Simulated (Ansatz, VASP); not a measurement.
# Sr3Ag: VASP beside Ansatz

```
Ag Sr
1.0
     5.37878    0.00000    0.00000
     0.00000    5.37878    0.00000
     0.00000    0.00000    5.37878
Ag Sr
1 3
Direct
  0.00000 0.00000 0.00000
  0.50000 0.50000 0.00000
  0.50000 0.00000 0.50000
  0.00000 0.50000 0.50000
```

Alike in both runs: task single point; functional PBE; k mesh 5 × 5 × 5; occupations fermi-dirac, width 0.05 eV; no spin polarisation.

```csv
,VASP,Ansatz
version,VASP 6.6.1,Ansatz 0.2.0
potentials or method,"VASP PAW PBE potentials, release 64 (Ag, Sr_sv)",Ansatz PAW
plane-wave cutoff (eV),520,420
valence electrons in the cell,41,49
```

```csv
,VASP,Ansatz,Ansatz less VASP
gap on the k mesh at the Fermi level (eV),none,none,-
pressure (GPa),1.1,1.1,-0.04
```

A gap of «none» marks a metal or a gap that the smearing closes. VASP's potentials hold 41 valence electrons a cell and Ansatz's 49, so a difference there can come from the potentials and not from the codes.
